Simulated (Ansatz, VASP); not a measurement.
**SrO: VASP beside Ansatz**

The input INCAR:

```
PREC = Accurate
ENCUT = 520
EDIFF = 1E-7
ISMEAR = 0
SIGMA = 0.01
LREAL = F
LASPH = T
NELM = 80
ALGO = Normal
ISIF = 2
LWAVE = F
LCHARG = T
GGA = PE
LELF = T
LVHAR = T
NBANDS = 24
```

File KPOINTS:

```
regular mesh
0
Gamma
  6 6 4
```

File POSCAR:

```
SrO
1.0
    4.2462383516      0.0000000000      0.0000000000
   -2.1231191758      3.6773502830      0.0000000000
    0.0000000000      0.0000000000      5.1308399859
Sr O
2 2
Direct
    0.3333333333      0.6666666667      0.9375089398
    0.6666666667      0.3333333333      0.4375089398
    0.3333333333      0.6666666667      0.4374910602
    0.6666666667      0.3333333333      0.9374910602
```

Input for Ansatz:

```yaml
crystal:
  lattice:
    - [4.2462383516, 0.0, 0.0]
    - [-2.1231191758, 3.677350283, 0.0]
    - [0.0, 0.0, 5.1308399859]
  atoms:
    - { symbol: Sr, position: [0.3333333333, 0.6666666667, 0.9375089398] }
    - { symbol: Sr, position: [0.6666666667, 0.3333333333, 0.4375089398] }
    - { symbol: O, position: [0.3333333333, 0.6666666667, 0.4374910602] }
    - { symbol: O, position: [0.6666666667, 0.3333333333, 0.9374910602] }
kpoints:
  mp_grid: { grid: [6, 6, 4] }
hamiltonian:
  xc: pbe
scf:
  occupations: { method: fixed }
  n_extra_bands: 5
output:
  forces: true
  stress: true
  eigenvalues: true
```

Alike in both runs: task single point; functional PBE; k mesh 6 × 6 × 4; no spin polarisation.

|  | VASP | Ansatz |
| --- | --- | --- |
| version | VASP 6.6.1 | Ansatz 0.2.0 |
| potentials or method | VASP PAW PBE potentials, release 64 (Sr_sv, O) | plane waves, PAW |
| plane-wave cutoff (eV) | 520 | 420 |
| occupations | gaussian, width 0.01 eV | fixed |
| valence electrons in the cell | 32 | 32 |

VASP gave:

```
gap on the k mesh at the Fermi level (eV)                     : 2.69
pressure (GPa)                                                : 2.8
traceless stress, the component that is largest in VASP (GPa) : 0.16
```

What did Ansatz give for the same quantities?

gap on the k mesh at the Fermi level (eV): 2.71; pressure (GPa): 2.3; traceless stress, the component that is largest in VASP (GPa): 0.15.

Ansatz's warnings: structure snapped to symmetry.
